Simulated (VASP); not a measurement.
Write the native input for VASP 6.6.1 that does the following.

```
Task                   : single point
Functional             : PBE
Potentials or basis    : VASP PAW PBE potentials, release 64 (Al)
Cutoff                 : 520 eV
k mesh                 : 20 × 20 × 12
Occupations            : gaussian, width 0.15 eV
Spin                   : no spin polarisation
Dipole correction      : no
Further INCAR settings : ALGO = Fast; EDIFF = 1e-06; NBANDS = 10
```

The structure of Al lies in POSCAR:

```
Al
1.0
   -1.6175102401      1.6175102401      1.6175102401
    1.6175102401     -1.6175102401      1.6175102401
    3.2350204801      3.2350204801      0.0000000000
Al
2
Direct
    0.0244371059     -0.0244371059      0.0000000000
    0.4755628941      0.5244371059      0.5000000000
```

This cell differs from its parent crystal: mode 1 frozen in at -0.112 Å and mode 5 at +0.000 Å (largest displacements).

These files were run (other wordings do the same):

INCAR

```
  PREC = Accurate
  ENCUT = 520
  EDIFF = 1E-6
  ISMEAR = 0
  SIGMA = 0.15
  LREAL = F
  LASPH = T
  NELM = 60
  ALGO = Fast
  ISIF = 2
  LWAVE = F
  LCHARG = F
  GGA = PE
  NBANDS = 10
```

KPOINTS

```
regular mesh
0
Gamma
  20 20 12
```

Potentials or basis: VASP PAW PBE potentials, release 64 (Al).

Launch:

```console
$ cat potpaw_PBE.64/Al/POTCAR > POTCAR
$ mpirun -np 1 vasp_std > vasp.out
```

It gave:

```
Pressure               : -0.1 GPa
Largest force          : 0.110 eV/Å
Band gap on the k mesh : zero (band 3 reaches 12.75 eV, above the bottom of band 4 at 3.92 eV)
```

Caveat: the cell differs from its parent crystal (mode 1 frozen in at -0.112 Å and mode 5 at +0.000 Å (largest displacements)).

Run time: 86 s on 1 thread of Intel(R) Xeon(R) Platinum 8488C (Sapphire Rapids), with other jobs on the host, peak memory 0.32 GiB.
